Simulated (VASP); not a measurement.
# GaAs (mix) (F-43m) in VASP: notebook

GaAs (mix) is run at these levels: PBE; tasks: single point, relaxation of cell and atoms.

Program: VASP 6.6.1. These are calculated values, not measurements. Logs are shortened: lines on timing, memory, paths and dates and some standing lists are left out, and cuts for length are marked.

### Step 1. The cell of the first run

The structure is cubic, space group F-43m (No. 216). Conventional cell: a = 5.858 Å, b = 5.858 Å, c = 5.858 Å, α = 90.00°, β = 90.00°, γ = 90.00°. Within 3.3 Å of Ga (site symmetry -43m) lie 4 As at 2.54 Å. Within 3.3 Å of As (site symmetry -43m) lie 4 Ga at 2.54 Å.

### Step 2. Single point, PBE (volume scaled by 1.06)

File INCAR:

```
SYSTEM = GaAs
ALGO     = Normal         ! electronic algorithm
EDIFF    = 1E-6           ! SCF threshold, eV
ENCUT    = 500            ! plane-wave cutoff, eV
GGA      = PE             ! functional
GGA_COMPAT= .FALSE.      
ISIF     = 2              ! what is computed and relaxed
ISMEAR   = 0              ! smearing method
LASPH    = .TRUE.         ! aspherical terms in the spheres
LCHARG   = .FALSE.        ! write CHGCAR
LREAL    = .FALSE.        ! projectors in reciprocal space
LWAVE    = .FALSE.        ! write WAVECAR
NBANDS   = 16             ! bands
NELM     = 120            ! most SCF steps
PREC     = Accurate       ! precision mode
SIGMA    = 0.02           ! smearing width, eV
```

File KPOINTS:

```
k-points
0
G
  12 12 12
  0 0 0
```

File POSCAR:

```
GaAs
1.0
    0.0000000000      2.9290324026      2.9290324026
    2.9290324026      0.0000000000      2.9290324026
    2.9290324026      2.9290324026      0.0000000000
Ga As
1 1
Direct
    0.0000000000      0.0000000000      0.0000000000
    0.2500000000      0.2500000000      0.2500000000
```

Potentials or basis: VASP PAW PBE potentials, release 64 (Ga_d, As).

Started as:

```
cat potpaw_PBE.64/Ga_d/POTCAR potpaw_PBE.64/As/POTCAR > POTCAR
mpirun -np 1 vasp_std > vasp.out
```

OUTCAR:

```text
SYSTEM = GaAs
   EDIFF = 1E-6
   ENCUT = 500
   GGA = PE
   ISIF = 2
   ISMEAR = 0
   LASPH = .TRUE.
   LREAL = .FALSE.
   NELM = 120
   PREC = Accurate

 ion  position               nearest neighbor table
   1  0.000  0.000  0.000-   2 2.54   2 2.54   2 2.54   2 2.54
   2  0.250  0.250  0.250-   1 2.54   1 2.54   1 2.54   1 2.54

  LATTYP: Found a face centered cubic cell.
 ALAT       =     5.8580648052

  Lattice vectors:

 A1 = (   0.0000000000,   2.9290324026,   2.9290324026)
 A2 = (   2.9290324026,   0.0000000000,   2.9290324026)
 A3 = (   2.9290324026,   2.9290324026,   0.0000000000)

Analysis of symmetry for initial positions (statically):
=====================================================================
 Subroutine PRICEL returns:
 Original cell was already a primitive cell.

 Routine SETGRP: Setting up the symmetry group for a
 face centered cubic supercell.

 Subroutine GETGRP returns: Found 24 space group operations
 (whereof 24 operations were pure point group operations)
 out of a pool of 48 trial point group operations.

The static configuration has the point symmetry T_d .

Analysis of symmetry for dynamics (positions and initial velocities):
=====================================================================
 Subroutine PRICEL returns:
 Original cell was already a primitive cell.

 Routine SETGRP: Setting up the symmetry group for a
 face centered cubic supercell.

 Subroutine GETGRP returns: Found 24 space group operations
 (whereof 24 operations were pure point group operations)
 out of a pool of 48 trial point group operations.

The dynamic configuration has the point symmetry T_d .

 Subroutine INISYM returns: Found 24 space group operations
 (whereof 24 operations are pure point group operations),
 and found     1 'primitive' translations

----------------------------------------------------------------------------------------

                                     Primitive cell

  volume of cell :      50.2577

  direct lattice vectors                    reciprocal lattice vectors
     0.000000000  2.929032403  2.929032403    -0.170704837  0.170704837  0.170704837
     2.929032403  0.000000000  2.929032403     0.170704837 -0.170704837  0.170704837
     2.929032403  2.929032403  0.000000000     0.170704837  0.170704837 -0.170704837

  length of vectors
     4.142277348  4.142277348  4.142277348     0.295669451  0.295669451  0.295669451

  position of ions in fractional coordinates (direct lattice)
     0.000000000  0.000000000  0.000000000
     0.250000000  0.250000000  0.250000000

  ion indices of the primitive-cell ions
   primitive index   ion index
                 1           1
                 2           2

----------------------------------------------------------------------------------------

 KPOINTS: k-points

Automatic generation of k-mesh.
 Grid dimensions read from file:
 generate k-points for:   12   12   12

 Generating k-lattice:

  Cartesian coordinates                     Fractional coordinates (reciprocal lattice)
    -0.014225403  0.014225403  0.014225403     0.083333333  0.000000000  0.000000000
     0.014225403 -0.014225403  0.014225403     0.000000000  0.083333333  0.000000000
     0.014225403  0.014225403 -0.014225403     0.000000000  0.000000000  0.083333333

  Length of vectors
     0.024639121  0.024639121  0.024639121

  Shift w.r.t. Gamma in fractional coordinates (k-lattice)
     0.000000000  0.000000000  0.000000000

 Subroutine IBZKPT returns following result:
 ===========================================

 Found     72 irreducible k-points:

 Following reciprocal coordinates:
            Coordinates               Weight
  0.000000  0.000000  0.000000      1.000000
  0.083333  0.000000  0.000000      8.000000
  0.166667  0.000000  0.000000      8.000000
  0.250000  0.000000  0.000000      8.000000
  0.333333  0.000000  0.000000      8.000000
  0.416667  0.000000  0.000000      8.000000
[... 16 lines left out ...]
  0.500000  0.166667  0.000000     24.000000
 -0.416667  0.166667  0.000000     24.000000
 [... further k-points ...]
   k-points           NKPTS =     72   k-points in BZ     NKDIM =     72   number of bands    NBANDS=     16
   number of dos      NEDOS =    301   number of ions     NIONS =      2
   total plane-waves  NPLWV =  27000
   dimension x,y,z NGX =    30 NGY =   30 NGZ =   30
   dimension x,y,z NGXF=    60 NGYF=   60 NGZF=   60
   ions per type =               1   1
   NGX,Y,Z   is equivalent  to a cutoff of  12.04, 12.04, 12.04 a.u.
   NGXF,Y,Z  is equivalent  to a cutoff of  24.08, 24.08, 24.08 a.u.
 SYSTEM =  GaAs
   PREC   = accura    normal or accurate (medium, high low for compatibility)
   ISTART =      0    job   : 0-new  1-cont  2-samecut
   ICHARG =      2    charge: 1-file 2-atom 10-const
   ISPIN  =      1    spin polarized calculation?
   LNONCOLLINEAR =      F non collinear calculations
   LSORBIT =      F    spin-orbit coupling
   LASPH  =      T    aspherical Exc in radial PAW
   ENCUT  =  500.0 eV  36.75 Ry    6.06 a.u.   7.55  7.55  7.55*2*pi/ulx,y,z
   NELM   =    120;   NELMIN=  2; NELMDL= -5     # of ELM steps
   EDIFF  = 0.1E-05   stopping-criterion for ELM
   LREAL  =      F    real-space projection
   EDIFFG = 0.1E-04   stopping-criterion for IOM
   NSW    =      0    number of steps for IOM
   IBRION =     -1    ionic relax: 0-MD 1-quasi-New 2-CG
   NFREE  =      0    steps in history (QN), initial steepest desc. (CG)
   ISIF   =      2    stress and relaxation
   ISYM   =      2    0-nonsym 1-usesym 2-fastsym
   POTIM  = 0.5000    time-step for ionic-motion
   TEBEG  =    0.0;   TEEND  =   0.0 temperature during run
   PSTRESS=    0.0 pullay stress
   NELECT =      18.0000    total number of electrons
   NUPDOWN=      -1.0000    fix difference up-down
   EMIN   =  10.00;   EMAX   =-10.00  energy-range for DOS
   EFERMI =   0.00;   METHOD = LEGACY
   ISMEAR =     0;   SIGMA  =   0.02  broadening in eV -4-tet -1-fermi 0-gaus
   EFERMI_NEDOS =   21; number of points for ismear=-14 and -15
   IALGO  =     38    algorithm
   IMIX   =      4    mixing-type and parameters
     AMIX     =   0.40;   BMIX     =  1.00
     AMIX_MAG =   1.60;   BMIX_MAG =  1.00
  volume/ion in A,a.u.               =      25.13       169.58
  Fermi-wavevector in a.u.,A,eV,Ry     =   1.162603  2.197001 18.390261  1.351646
  Thomas-Fermi vector in A             =   2.299162
   LORBIT       =      0    0 simple, 1 ext, 2 COOP (PROOUT), +10 PAW based schemes
   GGA     = PE    functional components
   LHFCALC =     F    Hartree Fock is set to
   AEXX    =    0.0000 exact exchange contribution
   IVDW    =     0    specifies the selected vdW correction
   LEPSILON=     F    determine dielectric tensor
   LRPA    =     F    only Hartree local field effects (RPA)
 non-spin polarized calculation
 Gauss-broadening in eV      SIGMA  =   0.02
  energy-cutoff  :      500.00
  volume of cell :       50.26
 maximum number of plane-waves:      1303
   NGX = 15   NGY = 15   NGZ = 15

 number of electron      18.0000017 magnetization

 Free energy of the ion-electron system (eV)
  ---------------------------------------------------
  ext. energy  EPLUGINS =         0.00000000
  ---------------------------------------------------
  free energy    TOTEN  =        -8.25028051 eV

  energy without entropy =       -8.25026265  energy(sigma->0) =       -8.25027158

 E-fermi :   2.9927     XC(G=0):  -9.1175

 val. band max:        2.9865846034   @ k =   0.0000   0.0000   0.0000
 cond. band min:       3.7068390669   @ k =   0.5000   0.0000   0.0000
 fundamental gap:      0.7202544635
 Fermi energy:         2.9926758095

 k-point     1 :       0.0000    0.0000    0.0000
  band No.  band energies     occupation
      1     -11.6597      2.00000
      2     -11.6597      2.00000
      3     -11.6597      2.00000
      4     -11.6033      2.00000
      5     -11.6033      2.00000
      6      -9.0265      2.00000
[... 8 lines left out ...]
     15      12.8472      0.00000
     16      12.8472      0.00000

 k-point     2 :       0.0833    0.0000    0.0000
  band No.  band energies     occupation
      1     -11.6634      2.00000
      2     -11.6586      2.00000
      3     -11.6586      2.00000
      4     -11.6034      2.00000
      5     -11.6034      2.00000
      6      -8.9569      2.00000
[... 8 lines left out ...]
     15      12.3820      0.00000
     16      12.3820      0.00000

 k-point     3 :       0.1667    0.0000    0.0000
  band No.  band energies     occupation
      1     -11.6732      2.00000
      2     -11.6556      2.00000
      3     -11.6556      2.00000
      4     -11.6034      2.00000
      5     -11.6034      2.00000
      6      -8.7542      2.00000
[... 8 lines left out ...]
     15      11.8869      0.00000
     16      11.8869      0.00000

 k-point     4 :       0.2500    0.0000    0.0000
  band No.  band energies     occupation
      1     -11.6861      2.00000
      2     -11.6520      2.00000
      3     -11.6520      2.00000
      4     -11.6030      2.00000
      5     -11.6030      2.00000
      6      -8.4399      2.00000
[... 8 lines left out ...]
     15      11.8522      0.00000
     16      11.8522      0.00000

 k-point     5 :       0.3333    0.0000    0.0000
  band No.  band energies     occupation
      1     -11.6984      2.00000
      2     -11.6488      2.00000
      3     -11.6488      2.00000
      4     -11.6021      2.00000
      5     -11.6021      2.00000
      6      -8.0620      2.00000
[... 8 lines left out ...]
     15      12.3987      0.00000
     16      12.3987      0.00000

 k-point     6 :       0.4167    0.0000    0.0000
  band No.  band energies     occupation
      1     -11.7071      2.00000
      2     -11.6469      2.00000
      3     -11.6469      2.00000
      4     -11.6011      2.00000
      5     -11.6011      2.00000
      6      -7.7190      2.00000
[... 8 lines left out ...]
     15      13.4145      0.00000
     16      13.4145      0.00000
[... 267 lines left out ...]
 k-point    21 :       0.3333    0.1667    0.0000
  band No.  band energies     occupation
      1     -11.7016      2.00000
      2     -11.6456      2.00000
      3     -11.6440      2.00000
      4     -11.6084      2.00000
      5     -11.5993      2.00000
      6      -8.0973      2.00000
[... 8 lines left out ...]
     15      13.3407      0.00000
     16      13.5749      0.00000

 k-point    22 :       0.4167    0.1667    0.0000
  band No.  band energies     occupation
      1     -11.7096      2.00000
      2     -11.6440      2.00000
      3     -11.6416      2.00000
      4     -11.6075      2.00000
      5     -11.5990      2.00000
      6      -7.7346      2.00000
[... 8 lines left out ...]
     15      13.4168      0.00000
     16      14.3160      0.00000

 k-point    23 :       0.5000    0.1667    0.0000
  band No.  band energies     occupation
      1     -11.7141      2.00000
      2     -11.6434      2.00000
      3     -11.6407      2.00000
      4     -11.6056      2.00000
      5     -11.5996      2.00000
      6      -7.4562      2.00000
[... 8 lines left out ...]
     15      13.9158      0.00000
     16      14.3736      0.00000

 k-point    24 :      -0.4167    0.1667    0.0000
  band No.  band energies     occupation
      1     -11.7140      2.00000
      2     -11.6435      2.00000
      3     -11.6414      2.00000
      4     -11.6036      2.00000
      5     -11.6013      2.00000
      6      -7.4129      2.00000
[... 8 lines left out ...]
     15      13.0141      0.00000
     16      13.6691      0.00000

 [... further k-points ...]

------------------------ aborting loop because EDIFF is reached ----------------------------------------

  FORCE on cell =-STRESS in cart. coord.  units (eV):
  Direction    XX          YY          ZZ          XY          YZ          ZX
  --------------------------------------------------------------------------------------
  -------------------------------------------------------------------------------------
  Total       -0.9244496     -0.9244496     -0.9244496      0.0000000      0.0000000      0.0000000
  in kB      -29.4707583    -29.4707583    -29.4707583      0.0000000      0.0000000      0.0000000
  external PRESSURE =     -29.4707583 kB  Pullay stress =       0.0000000 kB

 VOLUME and BASIS-vectors are now :
 -----------------------------------------------------------------------------
  energy-cutoff  :      500.00
  volume of cell :       50.26
      direct lattice vectors                 reciprocal lattice vectors
     0.000000000  2.929032403  2.929032403    -0.170704837  0.170704837  0.170704837
     2.929032403  0.000000000  2.929032403     0.170704837 -0.170704837  0.170704837
     2.929032403  2.929032403  0.000000000     0.170704837  0.170704837 -0.170704837

 POSITION                                       TOTAL-FORCE (eV/Angst)
 -----------------------------------------------------------------------------------
      0.00000      0.00000      0.00000        -0.000000     -0.000000      0.000000
      1.46452      1.46452      1.46452         0.000000      0.000000     -0.000000
 -----------------------------------------------------------------------------------
    total drift:                               -0.000000     -0.000000     -0.000000

  FREE ENERGIE OF THE ION-ELECTRON SYSTEM (eV)
  ---------------------------------------------------
  free  energy   TOTEN  =        -8.2502805087 eV

  energy  without entropy=       -8.2502626542  energy(sigma->0) =       -8.25027158
```

It took 74 s on 1 thread of AMD EPYC 7R43 (Zen 3), shared host; peak memory 0.17 GiB.

What came out:

```
Free energy            : -8.2503 eV
Pressure               : -2.9 GPa
Band gap on the k mesh : zero (filled and empty bands touch)
```

(Continued in part 2 of 3.)
